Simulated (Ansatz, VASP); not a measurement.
**Two plane-wave programs on AlCu3**

```
Al Cu
1.0
     3.63187    0.00000    0.00000
     0.00000    3.63187    0.00000
     0.00000    0.00000    3.63187
Al Cu
1 3
Direct
  0.08260 0.00000 0.00000
  0.50000 0.50000 0.00000
  0.50000 0.00000 0.50000
  0.00000 0.50000 0.50000
```

Alike in both runs: task single point; functional PBEsol; k mesh 14 × 14 × 14; occupations gaussian, width 0.15 eV; no spin polarisation.

```csv
,VASP,Ansatz
version,VASP 6.6.1,Ansatz 0.2.0
potentials or method,"VASP PAW PBE potentials, release 64 (Al, Cu), cutoff 520 eV","scalar-relativistic, plane waves, PAW"
valence electrons in the cell,36,60
```

VASP gave:

| Item | Value |
| --- | --- |
| gap on the k mesh at the Fermi level (eV) | none |
| pressure (GPa) | 4.0 |
| traceless stress, the component that is largest in VASP (GPa) | -0.55 |
| rms of the force components (eV/Å) | 0.808 |

Problem. What did Ansatz give for the same quantities?

Solution. gap on the k mesh at the Fermi level (eV): none; pressure (GPa): 3.4; traceless stress, the component that is largest in VASP (GPa): -0.53; rms of the force components (eV/Å): 0.803.

VASP's potentials were made for PBE, not for PBEsol. Atom by atom the forces differ by 0.005 eV/Å (rms over components). A gap of «none» marks a metal or a gap that the smearing closes. VASP's potentials hold 36 valence electrons a cell and Ansatz's 60, so a difference there can come from the potentials and not from the codes.
